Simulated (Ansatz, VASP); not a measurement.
# HgH3 in VASP and in Ansatz

INCAR

```
PREC     = Accurate       # precision mode
ENCUT    = 520            # plane-wave cutoff, eV
EDIFF    = 1E-7           # SCF threshold, eV
ISMEAR   = 0              # smearing method
SIGMA    = 0.02           # smearing width, eV
LREAL    = F              # projectors in reciprocal space
LASPH    = T              # aspherical terms in the spheres
NELM     = 100            # most SCF steps
ALGO     = Normal         # electronic algorithm
ISIF     = 2              # what is computed and relaxed
LWAVE    = F              # write WAVECAR
LCHARG   = F              # write CHGCAR
GGA      = PE             # functional
IBRION   = 2              # ionic algorithm
NSW      = 50             # ionic steps
EDIFFG   = -0.01          # ionic threshold
```

Contents of KPOINTS:

```
regular mesh
0
Gamma
  4 4 4
```

The input POSCAR:

```
HgH3
1.0
    6.9450532860      0.0000000000      0.0000000000
    0.0000000000      6.9450532860      0.0000000000
    0.0000000000      0.0000000000      6.9450532860
Hg H
2 6
Direct
    0.5000000000      0.5000000000      0.5000000000
    0.0000000000      0.0000000000      0.0000000000
    0.0535933698      0.5000000000      0.5000000000
    0.9464066302      0.5000000000      0.5000000000
    0.5000000000      0.0535933698      0.5000000000
    0.5000000000      0.9464066302      0.5000000000
    0.5000000000      0.5000000000      0.0535933698
    0.5000000000      0.5000000000      0.9464066302
```

Input for Ansatz:

```yaml
crystal:
  lattice:
    - [6.945053286, 0.0, 0.0]
    - [0.0, 6.945053286, 0.0]
    - [0.0, 0.0, 6.945053286]
  atoms:
    - { symbol: Hg, position: [0.5, 0.5, 0.5] }
    - { symbol: Hg, position: [0.0, 0.0, 0.0] }
    - { symbol: H, position: [0.0535933698, 0.5, 0.5] }
    - { symbol: H, position: [0.9464066302, 0.5, 0.5] }
    - { symbol: H, position: [0.5, 0.0535933698, 0.5] }
    - { symbol: H, position: [0.5, 0.9464066302, 0.5] }
    - { symbol: H, position: [0.5, 0.5, 0.0535933698] }
    - { symbol: H, position: [0.5, 0.5, 0.9464066302] }
basis:
  ecutwfc: 420
kpoints:
  mp_grid: { grid: [4, 4, 4] }
hamiltonian:
  xc: pbe
scf:
  occupations: { method: gaussian, width: 0.02 }
output:
  forces: true
  stress: true
  eigenvalues: true
relax:
  adjacent_minimum: "off"
  f_tol: 0.01
  max_steps: 30
```

Alike in both runs: task relaxation of the atoms; functional PBE; k mesh 4 × 4 × 4; occupations gaussian, width 0.02 eV; no spin polarisation.

|  | VASP | Ansatz |
| --- | --- | --- |
| version | VASP 6.6.1 | Ansatz 0.2.0 |
| potentials or method | VASP PAW PBE potentials, release 64 (Hg, H), cutoff 520 eV | scalar-relativistic, plane waves, PAW |
| valence electrons in the cell | 30 | 46 |

|  | VASP | Ansatz | Ansatz less VASP |
| --- | --- | --- | --- |
| gap on the k mesh at the Fermi level, each at its own relaxed structure (eV) | 4.72 | 4.71 | -0.010 |

VASP's potentials hold 30 valence electrons a cell and Ansatz's 46, so a difference there can come from the potentials and not from the codes. Ansatz's warnings: stress scf threshold loose.

Spin-orbit coupling is off throughout.
